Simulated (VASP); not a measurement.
Tm, 2 atoms in the cell. The structure is hexagonal, space group P6_3/mmc (No. 194). The conventional cell has a = 3.604 Å, b = 3.604 Å, c = 5.844 Å, α = 90.00°, β = 90.00°, γ = 120.00°. Within 4.7 Å of Tm (site symmetry -6m2) lie 12 Tm at 3.59 to 3.60 Å. 

```yaml
Program: VASP 6.6.1
Task: single point
Functional: r2SCAN
Potentials_or_basis: VASP PAW PBE potentials, release 64 (Tm)
Cutoff: 800 eV
k_mesh: 14 × 14 × 8
Occupations: gaussian, width 0.05 eV
Spin: no spin polarisation
Dipole_correction: no
Further_INCAR_settings: ALGO = Normal; EDIFF = 1e-06; NBANDS = 30
```

Potentials or basis: VASP PAW PBE potentials, release 64 (Tm).

The run is started by

```sh
$ cat potpaw_PBE.64/Tm/POTCAR > POTCAR
$ cp INCAR.step1 INCAR
$ mpirun -np 1 vasp_std > vasp.out
$ cp INCAR.step2 INCAR
$ mpirun -np 1 vasp_std > vasp.out
```

Hardware: 1 thread of Intel(R) Xeon(R) Platinum 8259CL CPU @ 2.50GHz (Skylake/Cascade Lake) (shared host).

Problem. Estimate the wall time of this run.

Solution. It took 2.1 h on 1 thread of Intel(R) Xeon(R) Platinum 8259CL CPU @ 2.50GHz (Skylake/Cascade Lake), with other jobs on the host, peak memory 0.58 GiB. Counts: k points 120.
